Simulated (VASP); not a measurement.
Set up this calculation in VASP 6.6.1, as the native input.

| Property | Result |
| --- | --- |
| Task | single point |
| Functional | PBE |
| Potentials or basis | VASP PAW PBE potentials, release 64 (In_d, Sb, Te) |
| Cutoff | 520 eV |
| k mesh | 10 × 10 × 10 |
| Occupations | gaussian, width 0.1 eV |
| Spin | no spin polarisation |
| Dipole correction | no |
| Further INCAR settings | ALGO = Normal; EDIFF = 1e-06; NBANDS = 26 |

The structure of InSbTe3 lies in POSCAR:

```
InSbTe3
1.0
   -2.9247847267      3.0641435311      4.8967135194
    2.9247847267     -3.0641435311      4.8967135194
    2.9247847267      3.0641435311     -4.8967135194
In Sb Te
1 1 3
Direct
    0.0000000000      0.0000000000      0.0000000000
    0.5000000000      0.5000000000      0.0000000000
    0.6478028449      0.1478028449      0.5000000000
    0.3521971551      0.8521971551      0.5000000000
    0.0000000000      0.5000000000      0.5000000000
```

The cell was generated, and may not be a known phase.

The input as run:

INCAR

```
SYSTEM = InSbTe3
ALGO = Normal
EDIFF = 1E-6
ENCUT = 520
GGA = PE
ISIF = 2
ISMEAR = 0
LASPH = .TRUE.
LCHARG = .TRUE.
LELF = .TRUE.
LREAL = .FALSE.
LVHAR = .TRUE.
LWAVE = .FALSE.
NBANDS = 26
NELM = 60
PREC = Accurate
SIGMA = 0.1
```

KPOINTS

```
k-points
0
G
  10 10 10
  0 0 0
```

Potentials or basis: VASP PAW PBE potentials, release 64 (In_d, Sb, Te).

Run with:

```console
$ cat potpaw_PBE.64/In_d/POTCAR potpaw_PBE.64/Sb/POTCAR potpaw_PBE.64/Te/POTCAR > POTCAR
$ mpirun -np 1 vasp_std > vasp.out
```

It gave:

```yaml
Pressure: 0.0 GPa
Largest_force: 0.005 eV/Å
Band_gap_on_the_k_mesh: zero (bands 18 and 19 overlap by 1.05 eV)
```

Caveat: spin-orbit coupling is left out, which moves the levels of the heavy elements.

Wall time 21 min on 1 thread of Intel Xeon 8259CL, on a shared host, peak memory 0.9 GiB.
